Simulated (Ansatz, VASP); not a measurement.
**Al3GaN4 in VASP and in Ansatz**

File INCAR:

```
PREC = Accurate
ENCUT = 520
EDIFF = 1E-6
ISMEAR = 0
SIGMA = 0.05
LREAL = F
LASPH = T
NELM = 80
ALGO = Normal
ISIF = 2
LWAVE = F
LCHARG = T
GGA = PS
LELF = T
LVHAR = T
NBANDS = 31
```

File KPOINTS:

```
Automatic mesh
0
Gamma
  6 6 6
```

POSCAR

```
Al3GaN4
1.0
    4.3630472571      0.1615208909      0.1615208909
    0.1615208909      4.3630472571      0.1615208909
    0.1615208909      0.1615208909      4.3630472571
Al Ga N
3 1 4
Direct
    0.5000000000      0.5000000000      0.0000000000
    0.5000000000      0.0000000000      0.5000000000
    0.0000000000      0.5000000000      0.5000000000
    0.0000000000      0.0000000000      0.0000000000
    0.7447140287      0.7447140287      0.2552859713
    0.7447140287      0.2552859713      0.7447140287
    0.2552859713      0.7447140287      0.7447140287
    0.2552859713      0.2552859713      0.2552859713
```

Input for Ansatz:

```yaml
crystal:
  lattice:
    - [4.3630472571, 0.1615208909, 0.1615208909]
    - [0.1615208909, 4.3630472571, 0.1615208909]
    - [0.1615208909, 0.1615208909, 4.3630472571]
  atoms:
    - { symbol: Al, position: [0.5, 0.5, 0.0] }
    - { symbol: Al, position: [0.5, 0.0, 0.5] }
    - { symbol: Al, position: [0.0, 0.5, 0.5] }
    - { symbol: Ga, position: [0.0, 0.0, 0.0] }
    - { symbol: "N", position: [0.7447140287, 0.7447140287, 0.2552859713] }
    - { symbol: "N", position: [0.7447140287, 0.2552859713, 0.7447140287] }
    - { symbol: "N", position: [0.2552859713, 0.7447140287, 0.7447140287] }
    - { symbol: "N", position: [0.2552859713, 0.2552859713, 0.2552859713] }
basis:
  ecutwfc: 520.0
kpoints:
  mp_grid: { grid: [6, 6, 6] }
hamiltonian:
  xc: pbesol
scf:
  occupations: { method: gaussian, width: 0.05 }
output:
  forces: true
  stress: true
  eigenvalues: true
```

Change from the starting cell: equal engineering shear yz, xz and xy +0.0733, equal normal strain along x, y and z -0.0100.

Alike in both runs: task single point; functional PBEsol; k mesh 6 × 6 × 6; occupations gaussian, width 0.05 eV; no spin polarisation.

|  | VASP | Ansatz |
| --- | --- | --- |
| version | VASP 6.6.1 | Ansatz 0.2.0 |
| potentials or method | VASP PAW PBE potentials, release 64 (Al, Ga_d, N), cutoff 520 eV | scalar-relativistic, plane waves, PAW |
| valence electrons in the cell | 42 | 42 |

```csv
,VASP,Ansatz,Ansatz less VASP
gap on the k mesh at the Fermi level (eV),2.80,2.81,+0.009
least direct gap on the mesh (eV),2.80,2.81,+0.009
pressure (GPa),10.5,10.5,-0.04
"traceless stress, the component that is largest in VASP (GPa)",-15.81,-15.67,+0.143
rms of the force components (eV/Å),0.498,0.494,-0.0045
```

VASP's potentials were made for PBE, not for PBEsol. Atom by atom the forces differ by 0.013 eV/Å (rms over components). The functional is the same, so the differences come from potentials, cutoffs and numerics.
